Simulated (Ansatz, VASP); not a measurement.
# Two plane-wave programs on NbCu2

File INCAR:

```
SYSTEM = NbCu2
PREC = Accurate
ENCUT = 600
EDIFF = 1E-7
ISMEAR = 0
SIGMA = 0.1
LREAL = .False.
LASPH = .True.
NELM = 60
ALGO = Fast
ISIF = 3
LWAVE = .False.
LCHARG = .False.
GGA = PE
IBRION = 2
NSW = 100
EDIFFG = -0.01
```

File KPOINTS:

```
regular mesh
0
Gamma
  10 10 10
  0 0 0
```

Contents of POSCAR:

```
NbCu2
1.0
    0.0000000000      3.4699996160      3.4699996160
    3.4699996160      0.0000000000      3.4699996160
    3.4699996160      3.4699996160      0.0000000000
Nb Cu
2 4
Direct
    0.0000000000      0.0000000000      0.0000000000
    0.2500000000      0.2500000000      0.2500000000
    0.6250000000      0.6250000000      0.6250000000
    0.1250000000      0.6250000000      0.6250000000
    0.6250000000      0.6250000000      0.1250000000
    0.6250000000      0.1250000000      0.6250000000
```

Input for Ansatz:

```yaml
crystal:
  lattice:
    - [0.0, 3.469999616, 3.469999616]
    - [3.469999616, 0.0, 3.469999616]
    - [3.469999616, 3.469999616, 0.0]
  atoms:
    - { symbol: Nb, position: [0.0, 0.0, 0.0] }
    - { symbol: Nb, position: [0.25, 0.25, 0.25] }
    - { symbol: Cu, position: [0.625, 0.625, 0.625] }
    - { symbol: Cu, position: [0.125, 0.625, 0.625] }
    - { symbol: Cu, position: [0.625, 0.625, 0.125] }
    - { symbol: Cu, position: [0.625, 0.125, 0.625] }
basis:
  ecutwfc: 420
kpoints:
  mp_grid: { grid: [10, 10, 10] }
hamiltonian:
  xc: pbe
scf:
  occupations: { method: gaussian, width: 0.1 }
output:
  forces: true
  stress: true
  eigenvalues: true
  write_density: true
  write_potential: true
  elf: true
  volumetric_format: npy
relax:
  adjacent_minimum: "off"
  f_tol: 0.01
  max_steps: 80
  cell: { stress_tol: 0.05 }
```

Alike in both runs: task relaxation of cell and atoms; functional PBE; k mesh 10 × 10 × 10; occupations gaussian, width 0.1 eV; no spin polarisation.

```csv
,VASP,Ansatz
version,VASP 6.6.1,Ansatz 0.2.0
potentials or method,"VASP PAW PBE potentials, release 64 (Nb_sv, Cu), cutoff 600 eV","scalar-relativistic, plane waves, PAW"
valence electrons in the cell,70,102
```

VASP gave:

| Item | Value |
| --- | --- |
| gap on the k mesh at the Fermi level, each at its own relaxed structure (eV) | none |
| relaxed volume (Å³/atom) | 13.93 |
| relaxed cell length with the largest relative difference (Å) | 4.907 |

**Question.** Which values does Ansatz return?

**Answer.** gap on the k mesh at the Fermi level, each at its own relaxed structure (eV): none; relaxed volume (Å³/atom): 13.90; relaxed cell length with the largest relative difference (Å): 4.905.

A gap of «none» marks a metal or a gap that the smearing closes. VASP's potentials hold 70 valence electrons a cell and Ansatz's 102, so a difference there can come from the potentials and not from the codes.

Noted on VASP's run: the relaxation stopped at its first step, so nothing moved.
